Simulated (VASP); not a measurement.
# LiCaSc (P-6m2) in VASP: further runs, part 2 of 2

VASP 6.6.1. The steps go on from the part before.

## 5. Single point, PBE

This run uses another cell than the first one, of 19.97 Å³/atom, 1.064 times its volume.

INCAR

```
SYSTEM = LiCaSc
ALGO = Normal
EDIFF = 1E-6
ENCUT = 520
GGA = PE
ISIF = 2
ISMEAR = -1
LASPH = .True.
LCHARG = .True.
LELF = .True.
LREAL = .False.
LVHAR = .True.
LWAVE = .False.
NBANDS = 19
NELM = 100
PREC = Accurate
SIGMA = 0.05
```

KPOINTS

```
k-points
0
Gamma
  8 8 6
  0 0 0
```

POSCAR

```
LiCaSc
1.0
    4.0098072400      0.0000000000      0.0000000000
   -2.0049036200      3.4725949300      0.0000000000
    0.0000000000      0.0000000000      4.3031944000
Li Ca Sc
1 1 1
Direct
    0.0000000000      0.0000000000      0.5000000000
    0.6666666700      0.3333333300      0.0000000000
    0.3333333300      0.6666666700      0.5000000000
```

Potentials or basis: VASP PAW PBE potentials, release 64 (Li_sv, Ca_sv, Sc_sv).

On the command line:

```
> cat potpaw_PBE.64/Li_sv/POTCAR potpaw_PBE.64/Ca_sv/POTCAR potpaw_PBE.64/Sc_sv/POTCAR > POTCAR
> mpirun -np 1 vasp_std > vasp.out
```

OUTCAR:

```text
SYSTEM = LiCaSc
   EDIFF = 1E-6
   ENCUT = 520
   GGA = PE
   ISIF = 2
   ISMEAR = -1
   LASPH = .True.
   LREAL = .False.
   NELM = 100
   PREC = Accurate

 ion  position               nearest neighbor table
   1  0.000  0.000  0.500-   3 2.32   3 2.32   3 2.32
   2  0.667  0.333  0.000-   3 3.16   3 3.16   3 3.16   3 3.16   3 3.16   3 3.16
   3  0.333  0.667  0.500-   1 2.32   1 2.32   1 2.32   2 3.16   2 3.16   2 3.16   2 3.16   2 3.16
                             2 3.16

  LATTYP: Found a hexagonal cell.
 ALAT       =     4.0098072400
 C/A-ratio  =     1.0731673974

[... 714 lines left out ...]
     18       6.8640      0.00000
     19       7.2331      0.00000

 [... further k-points ...]
[... 5 lines left out ...]
  --------------------------------------------------------------------------------------
  -------------------------------------------------------------------------------------
  Total        6.9268439      6.9268439      4.4689199      0.0000000      0.0000000      0.0000000
  in kB      185.2155290    185.2155286    119.4935768      0.0000000      0.0000000      0.0000000
  external PRESSURE =     163.3082115 kB  Pullay stress =       0.0000000 kB

 VOLUME and BASIS-vectors are now :
 -----------------------------------------------------------------------------
  energy-cutoff  :      520.00
  volume of cell :       59.92
      direct lattice vectors                 reciprocal lattice vectors
     4.009807240  0.000000000  0.000000000     0.249388547  0.143984545  0.000000000
    -2.004903620  3.472594930  0.000000000     0.000000000  0.287969089  0.000000000
     0.000000000  0.000000000  4.303194400     0.000000000  0.000000000  0.232385504

 POSITION                                       TOTAL-FORCE (eV/Angst)
 -----------------------------------------------------------------------------------
      0.00000      0.00000      2.15160         0.000000     -0.000000      0.000000
      2.00490      1.15753      0.00000        -0.000000      0.000000      0.000000
     -0.00000      2.31506      2.15160         0.000000     -0.000000      0.000000
 -----------------------------------------------------------------------------------
    total drift:                                0.000005     -0.000003     -0.000000

  FREE ENERGIE OF THE ION-ELECTRON SYSTEM (eV)
  ---------------------------------------------------
  free  energy   TOTEN  =        -7.2320865381 eV

  energy  without entropy=       -7.1845097030  energy(sigma->0) =       -7.20829812
```

OSZICAR:

```text
N       E                     dE             d eps       ncg     rms          rms(c)
DAV:   1     0.291007774888E+03    0.29101E+03   -0.12149E+04  1520   0.132E+03
DAV:   2     0.105966073223E+02   -0.28041E+03   -0.27711E+03  1536   0.447E+02
DAV:   3    -0.645708799950E+01   -0.17054E+02   -0.16797E+02  2797   0.105E+02
DAV:   4    -0.838558354373E+01   -0.19285E+01   -0.18845E+01  2448   0.255E+01
DAV:   5    -0.856611519416E+01   -0.18053E+00   -0.18012E+00  2497   0.696E+00    0.673E+00
DAV:   6    -0.731415214203E+01    0.12520E+01   -0.48545E+00  2197   0.200E+01    0.243E+00
DAV:   7    -0.725300315464E+01    0.61149E-01   -0.37858E-01  2552   0.498E+00    0.146E+00
DAV:   8    -0.723546429253E+01    0.17539E-01   -0.11905E-01  2477   0.239E+00    0.432E-01
DAV:   9    -0.723462581655E+01    0.83848E-03   -0.54390E-02  2359   0.200E+00    0.363E-01
DAV:  10    -0.723204326501E+01    0.25826E-02   -0.10984E-02  2192   0.836E-01    0.585E-02
DAV:  11    -0.723211516530E+01   -0.71900E-04   -0.37422E-04  2327   0.170E-01    0.309E-02
DAV:  12    -0.723208687703E+01    0.28288E-04   -0.10981E-04  2336   0.889E-02    0.398E-03
DAV:  13    -0.723208653806E+01    0.33897E-06   -0.22776E-06  1813   0.143E-02
   1 F= -.72320865E+01 E0= -.72082981E+01  d E =-.475768E-01
```

stdout:

```text
POSCAR found type information on POSCAR LiCaSc
 POSCAR found :  3 types and       3 ions
 scaLAPACK will be used
 LDA part: xc-table for (Slater+PW92), standard interpolation
 POSCAR, INCAR and KPOINTS ok, starting setup
 FFT: planning ... GRIDC
 FFT: planning ... GRID_SOFT
 FFT: planning ... GRID
 WAVECAR not read
 entering main loop
```

Run time: 38 s. Hardware: 1 thread of Intel Xeon 6975P-C, shared host; peak memory 0.2 GiB.

Results:

| Property | Result |
| --- | --- |
| Free energy | -7.2321 eV |
| Band gap on the k mesh | zero (band 12 reaches 3.91 eV, above the bottom of band 13 at 3.57 eV) |

Caveat: the cutoff is under 1.25 times the usual one of these potentials, so pressure, stress and relaxed cells hold a basis-set (Pulay) error.

## 6. Single point, PBE (volume scaled by 1.02)

INCAR: that of step 5 with these lines changed.

```diff
@@ -8,6 +8,4 @@
 LASPH = .True.
-LCHARG = .True.
-LELF = .True.
+LCHARG = .False.
 LREAL = .False.
-LVHAR = .True.
 LWAVE = .False.
```

KPOINTS is that of step 5.

POSCAR

```
LiCaSc
1.0
    4.0363630287      0.0000000000      0.0000000000
   -2.0181815144      3.4955929176      0.0000000000
    0.0000000000      0.0000000000      4.3316932067
Li Ca Sc
1 1 1
Direct
    0.0000000000      0.0000000000      0.5000000000
    0.6666666700      0.3333333300      0.0000000000
    0.3333333300      0.6666666700      0.5000000000
```

Potentials or basis: VASP PAW PBE potentials, release 64 (Li_sv, Ca_sv, Sc_sv).

On the command line:

```
> cat potpaw_PBE.64/Li_sv/POTCAR potpaw_PBE.64/Ca_sv/POTCAR potpaw_PBE.64/Sc_sv/POTCAR > POTCAR
> mpirun -np 1 vasp_std > vasp.out
```

OUTCAR:

```text
SYSTEM = LiCaSc
   EDIFF = 1E-6
   ENCUT = 520
   GGA = PE
   ISIF = 2
   ISMEAR = -1
   LASPH = .True.
   LREAL = .False.
   NELM = 100
   PREC = Accurate

 ion  position               nearest neighbor table
   1  0.000  0.000  0.500-   3 2.33   3 2.33   3 2.33
   2  0.667  0.333  0.000-   3 3.18   3 3.18   3 3.18   3 3.18   3 3.18   3 3.18
   3  0.333  0.667  0.500-   1 2.33   1 2.33   1 2.33   2 3.18   2 3.18   2 3.18   2 3.18   2 3.18
                             2 3.18

  LATTYP: Found a hexagonal cell.
 ALAT       =     4.0363630287
 C/A-ratio  =     1.0731673975

[... 714 lines left out ...]
     18       6.7021      0.00000
     19       7.0698      0.00000

 [... further k-points ...]
[... 5 lines left out ...]
  --------------------------------------------------------------------------------------
  -------------------------------------------------------------------------------------
  Total        6.5990187      6.5990187      4.1369948     -0.0000000      0.0000000     -0.0000000
  in kB      172.9900733    172.9900729    108.4493113     -0.0000000      0.0000000     -0.0000000
  external PRESSURE =     151.4764858 kB  Pullay stress =       0.0000000 kB

 VOLUME and BASIS-vectors are now :
 -----------------------------------------------------------------------------
  energy-cutoff  :      520.00
  volume of cell :       61.12
      direct lattice vectors                 reciprocal lattice vectors
     4.036363029  0.000000000  0.000000000     0.247747785  0.143037251  0.000000000
    -2.018181514  3.495592918  0.000000000     0.000000000  0.286074501  0.000000000
     0.000000000  0.000000000  4.331693207     0.000000000  0.000000000  0.230856608

 POSITION                                       TOTAL-FORCE (eV/Angst)
 -----------------------------------------------------------------------------------
      0.00000      0.00000      2.16585         0.000000      0.000000      0.000000
      2.01818      1.16520      0.00000        -0.000000      0.000000      0.000000
     -0.00000      2.33040      2.16585         0.000000      0.000000      0.000000
 -----------------------------------------------------------------------------------
    total drift:                                0.000005     -0.000003     -0.000000

  FREE ENERGIE OF THE ION-ELECTRON SYSTEM (eV)
  ---------------------------------------------------
  free  energy   TOTEN  =        -7.3506569780 eV

  energy  without entropy=       -7.3021607927  energy(sigma->0) =       -7.32640889
```

stdout:

```text
POSCAR found type information on POSCAR LiCaSc
 POSCAR found :  3 types and       3 ions
 scaLAPACK will be used
 LDA part: xc-table for (Slater+PW92), standard interpolation
 POSCAR, INCAR and KPOINTS ok, starting setup
 FFT: planning ... GRIDC
 FFT: planning ... GRID_SOFT
 FFT: planning ... GRID
 WAVECAR not read
 entering main loop
```

Run time: 48 s. Hardware: 1 thread of Intel Xeon 6975P-C, shared host; peak memory 0.21 GiB.

What came out:

```
Free energy            : -7.3507 eV
Band gap on the k mesh : zero (band 12 reaches 3.77 eV, above the bottom of band 13 at 3.49 eV)
```

Levels at points of the mesh, in eV from the Fermi level:
```csv
k point,band 9,band 10,band 11,band 12,band 13,band 14,band 15,band 16
"(0.00, 0.00, 0.00)",-21.34,-4.54,-0.74,0.08,0.08,1.60,1.60,2.29
"(0.50, 0.00, 0.00)",-21.34,-2.31,-1.16,-0.57,0.08,1.00,1.84,2.14
"(0.00, 0.00, 0.50)",-21.35,-2.64,-2.48,-0.14,-0.14,0.88,0.88,2.02
"(0.50, 0.00, 0.50)",-21.37,-1.37,-1.34,0.09,0.44,1.23,1.90,1.97
```

Caveat: the cell differs from its parent crystal (volume scaled by 1.02); the cutoff is under 1.25 times the usual one of these potentials, so pressure, stress and relaxed cells hold a basis-set (Pulay) error.

## 7. The runs side by side

| cell | gap on the mesh (eV) |
| --- | --- |
| a = 3.928, b = 3.928, c = 4.215 Å, angles 90.0, 90.0, 120.0°, 3 atoms | none |
| a = 3.956, b = 3.956, c = 4.245 Å, angles 90.0, 90.0, 120.0°, 3 atoms | none |
| a = 3.983, b = 3.983, c = 4.274 Å, angles 90.0, 90.0, 120.0°, 3 atoms | none |
| a = 4.010, b = 4.010, c = 4.303 Å, angles 90.0, 90.0, 120.0°, 3 atoms | none |
| a = 4.036, b = 4.036, c = 4.332 Å, angles 90.0, 90.0, 120.0°, 3 atoms | none |

Alike in all rows: task single point; level PBE; potentials or basis VASP PAW PBE potentials, release 64 (Li_sv, Ca_sv, Sc_sv); no spin polarisation; k mesh 8 × 8 × 6; cutoff (eV) 520; smearing fermi-dirac 0.05 eV.

Caveats: the cutoff is under 1.25 times the usual one of these potentials, so pressure, stress and relaxed cells hold a basis-set (Pulay) error.

Absolute energies hang on the potentials; compare differences alone.
